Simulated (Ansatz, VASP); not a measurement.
# Two plane-wave programs on Zn

File INCAR:

```
SYSTEM = Zn
  PREC = Accurate
  ENCUT = 520
  EDIFF = 1E-6
  ISMEAR = 0
  SIGMA = 0.15
  LREAL = .FALSE.
  LASPH = .TRUE.
  NELM = 100
  ALGO = Fast
  ISIF = 2
  LWAVE = .FALSE.
  LCHARG = .FALSE.
  GGA = PE
  NBANDS = 12
```

The input KPOINTS:

```
regular mesh
0
G
  22 22 22
  0 0 0
```

File POSCAR:

```
Zn
1.0
   -0.7525351817      1.7643048909      1.7643048909
    1.7643048909     -0.7525351817      1.7643048909
    1.7643048909      1.7643048909     -0.7525351817
Zn
1
Direct
    0.0000000000      0.0000000000      0.0000000000
```

Input for Ansatz:

```yaml
crystal:
  lattice:
    - [-0.7525351817, 1.7643048909, 1.7643048909]
    - [1.7643048909, -0.7525351817, 1.7643048909]
    - [1.7643048909, 1.7643048909, -0.7525351817]
  atoms:
    - { symbol: Zn, position: [0.0, 0.0, 0.0] }
basis:
  ecutwfc: 520.0
kpoints:
  mp_grid: { grid: [22, 22, 22] }
hamiltonian:
  xc: pbe
scf:
  occupations: { method: gaussian, width: 0.15 }
output:
  forces: true
  stress: true
  eigenvalues: true
```

Alike in both runs: task single point; functional PBE; k mesh 22 × 22 × 22; occupations gaussian, width 0.15 eV; no spin polarisation.

```csv
,VASP,Ansatz
version,VASP 6.6.1,Ansatz 0.2.0
potentials or method,"VASP PAW PBE potentials, release 64 (Zn), cutoff 520 eV","scalar-relativistic, plane waves, PAW"
valence electrons in the cell,12,12
```

Ansatz gave:

| Quantity | Value |
| --- | --- |
| gap on the k mesh at the Fermi level (eV) | none |
| pressure (GPa) | 1.4 |
| traceless stress, the component that is largest in VASP (GPa) | 0.81 |

Task: Which values does VASP return?

Result: gap on the k mesh at the Fermi level (eV): none; pressure (GPa): 1.6; traceless stress, the component that is largest in VASP (GPa): 0.83.

A gap of «none» marks a metal or a gap that the smearing closes.
